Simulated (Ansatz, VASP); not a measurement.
This is a calculation of Cs for Ansatz 0.2.0.

input.yaml

```yaml
crystal:
  lattice:
    - [0.0, 3.8949733102, 3.8949733102]
    - [3.8949733102, 0.0, 3.8949733102]
    - [3.8949733102, 3.8949733102, 0.0]
  atoms:
    - { symbol: Cs, position: [0.0, 0.0, 0.0] }
hamiltonian:
  xc: lda
  pseudopotentials: { kind: paw }
kpoints:
  mp_grid: { grid: [6, 6, 6] }
scf:
  occupations: { method: fermi_dirac, width: 0.05 }
output:
  forces: true
  stress: true
  eigenvalues: true
```

Potentials or basis: Ansatz PAW.

Command:

```sh
$ ansatz run input.yaml --threads 2 --pin off --max-ram 5632MiB --backend cpu --events-out ev --progress --plain --runs-dir out
```

Task: Set up the same calculation for VASP 6.6.1. Potentials there: VASP PAW LDA potentials, release 64 (Cs_sv).

Result: As run (the cutoff follows the program's own potentials):

INCAR

```
SYSTEM = Cs
ALGO     = Normal         ! electronic algorithm
EDIFF    = 1E-6           ! SCF threshold, eV
ENCUT    = 520            ! plane-wave cutoff, eV
ISIF     = 2              ! what is computed and relaxed
ISMEAR   = -1             ! smearing method
LASPH    = .TRUE.         ! aspherical terms in the spheres
LCHARG   = .FALSE.        ! write CHGCAR
LREAL    = .FALSE.        ! projectors in reciprocal space
LWAVE    = .FALSE.        ! write WAVECAR
NBANDS   = 10             ! bands
NELM     = 100            ! most SCF steps
PREC     = Accurate       ! precision mode
SIGMA    = 0.05           ! smearing width, eV
```

KPOINTS

```
k-points
0
G
  6 6 6
  0 0 0
```

File POSCAR:

```
Cs
1.0
    0.0000000000      3.8949733102      3.8949733102
    3.8949733102      0.0000000000      3.8949733102
    3.8949733102      3.8949733102      0.0000000000
Cs
1
Direct
    0.0000000000      0.0000000000      0.0000000000
```

Potentials or basis: VASP PAW LDA potentials, release 64 (Cs_sv).

Run with:

```bash
$ cat potpaw_LDA.64/Cs_sv/POTCAR > POTCAR
$ mpirun -np 1 vasp_std > vasp.out
```

Both were run:

|  | VASP | Ansatz | Ansatz less VASP |
| --- | --- | --- | --- |
| gap on the k mesh at the Fermi level (eV) | none | none | - |
| pressure (GPa) | -0.4 | -0.3 | +0.01 |

LDA's correlation is that of Perdew and Zunger in VASP and of Perdew and Wang (1992) in Ansatz. A gap of «none» marks a metal or a gap that the smearing closes.

Spin-orbit coupling is off throughout.
